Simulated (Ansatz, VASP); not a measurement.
AlN in VASP and in Ansatz

```
CELL_PARAMETERS angstrom
6.21883 0.00000 0.00000
0.00000 9.95757 0.00000
0.00000 0.00000 26.57828
ATOMIC_POSITIONS crystal
Al 0.50000 0.99922 0.30100
Al 0.50000 0.49922 0.30100
Al 0.00000 0.99922 0.30100
Al 0.00000 0.49922 0.30100
Al 0.75000 0.24922 0.33477
Al 0.75000 0.74922 0.33477
Al 0.25000 0.24922 0.33477
Al 0.25000 0.74922 0.33477
Al 0.75000 0.99922 0.40231
Al 0.75000 0.49922 0.40231
Al 0.25000 0.99922 0.40231
Al 0.25000 0.49922 0.40231
Al 0.99863 0.24742 0.43485
Al 0.99851 0.75115 0.43525
Al 0.50137 0.24743 0.43485
Al 0.50149 0.75115 0.43525
Al 0.99883 0.00246 0.50574
Al 0.00847 0.50128 0.50346
Al 0.50118 0.00245 0.50574
Al 0.49154 0.50128 0.50346
Al 0.25001 0.23670 0.52716
Al 0.25001 0.74024 0.52838
Al 0.75000 0.23869 0.53341
Al 0.75000 0.75713 0.53812
N 0.50000 0.30828 0.30100
N 0.50000 0.80828 0.30100
N 0.00000 0.30828 0.30100
N 0.00000 0.80828 0.30100
N 0.75000 0.05828 0.33477
N 0.75000 0.55828 0.33477
N 0.25000 0.05828 0.33477
N 0.25000 0.55828 0.33477
N 0.75000 0.30828 0.40231
N 0.75000 0.80828 0.40231
N 0.25000 0.30828 0.40231
N 0.25000 0.80828 0.40231
N 0.00011 0.05762 0.43475
N 0.99798 0.55956 0.43541
N 0.49989 0.05762 0.43475
N 0.50202 0.55956 0.43541
N 0.99802 0.31222 0.50379
N 0.99727 0.80961 0.50418
N 0.50200 0.31222 0.50379
N 0.50273 0.80960 0.50418
N 0.25001 0.06037 0.53439
N 0.25000 0.56215 0.53486
N 0.75000 0.05998 0.53463
N 0.75001 0.55917 0.53813
```

Alike in both runs: task single point; functional PBE; dispersion D3(BJ); k mesh 3 × 2 × 1; occupations gaussian, width 0.05 eV; no spin polarisation.

```csv
,VASP,Ansatz
version,VASP 6.6.1,Ansatz 0.2.0
potentials or method,"VASP PAW PBE potentials, release 64 (Al, N), cutoff 520 eV","scalar-relativistic, plane waves, PAW"
valence electrons in the cell,192,192
```

|  | VASP | Ansatz | Ansatz less VASP |
| --- | --- | --- | --- |
| gap on the k mesh at the Fermi level (eV) | 1.05 | 1.05 | +0.003 |
| least direct gap on the mesh (eV) | 1.08 | 1.08 | +0.003 |
| rms of the force components (eV/Å) | 0.800 | 0.802 | +0.0013 |

Ansatz's warnings: structure snapped to symmetry.
